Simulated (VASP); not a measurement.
Set up this calculation in VASP 6.6.1, as the native input.

* Task: single point
* Functional: r2SCAN
* Potentials or basis: VASP PAW PBE potentials, release 64 (Ti_sv, O)
* Cutoff: 520 eV
* k mesh: 4 × 4 × 6
* Occupations: gaussian, width 0.01 eV
* Spin: no spin polarisation
* Dipole correction: no
* Further INCAR settings: ALGO = Normal; EDIFF = 1e-06; NBANDS = 33

TiO2:

```
Ti O
1.0
     4.55098    0.00000    0.00000
     0.00000    4.55098    0.00000
     0.00000    0.00000    2.97126
Ti O
2 4
Cartesian
  0.0000 0.0000 0.0000
  2.2755 2.2755 1.4856
  1.3864 1.3864 0.0000
  0.8891 3.6619 1.4856
  3.1646 3.1646 0.0000
  3.6619 0.8891 1.4856
```

This cell differs from its parent crystal: in-plane strain -0.01.

These files were run (other wordings do the same):

POSCAR

```
TiO2
1.0
    4.5509756184      0.0000000000      0.0000000000
    0.0000000000      4.5509756184      0.0000000000
    0.0000000000      0.0000000000      2.9712643993
Ti O
2 4
Direct
    0.0000000000      0.0000000000      0.0000000000
    0.5000000000      0.5000000000      0.5000000000
    0.3046314432      0.3046314432      0.0000000000
    0.1953685568      0.8046314432      0.5000000000
    0.6953685568      0.6953685568      0.0000000000
    0.8046314432      0.1953685568      0.5000000000
```

INCAR.step1

```
SYSTEM = TiO2
ALGO = Normal
EDIFF = 1E-4
ENCUT = 520
GGA = PE
ISMEAR = 0
LASPH = .True.
LCHARG = .False.
LREAL = .False.
LWAVE = .True.
NBANDS = 33
NELM = 60
PREC = Accurate
SIGMA = 0.01
```

INCAR.step2

```
SYSTEM = TiO2
ALGO = Normal
EDIFF = 1E-6
ENCUT = 520
ISIF = 2
ISMEAR = 0
ISTART = 1
LASPH = .True.
LCHARG = .False.
LMIXTAU = .True.
LREAL = .False.
LWAVE = .False.
METAGGA = R2SCAN
NBANDS = 33
NELM = 60
PREC = Accurate
SIGMA = 0.01
```

KPOINTS

```
k-points
0
Gamma
  4 4 6
  0 0 0
```

Potentials or basis: VASP PAW PBE potentials, release 64 (Ti_sv, O).

Run with:

```console
$ cat potpaw_PBE.64/Ti_sv/POTCAR potpaw_PBE.64/O/POTCAR > POTCAR
$ cp INCAR.step1 INCAR
$ mpirun -np 1 vasp_std > vasp.out
$ cp INCAR.step2 INCAR
$ mpirun -np 1 vasp_std > vasp.out
```

Results of the run:

* Pressure: 4.3 GPa
* Largest force: 0.085 eV/Å
* Band gap on the k mesh: 2.24 eV, direct

Caveat: the cell differs from its parent crystal (in-plane strain -0.01); the PAW data sets were made with another functional, which shifts forces and pressure a little.

Wall time 68 s on 1 thread of Intel(R) Xeon(R) 6975P-C (Granite Rapids) (shared host), peak memory 0.19 GiB.
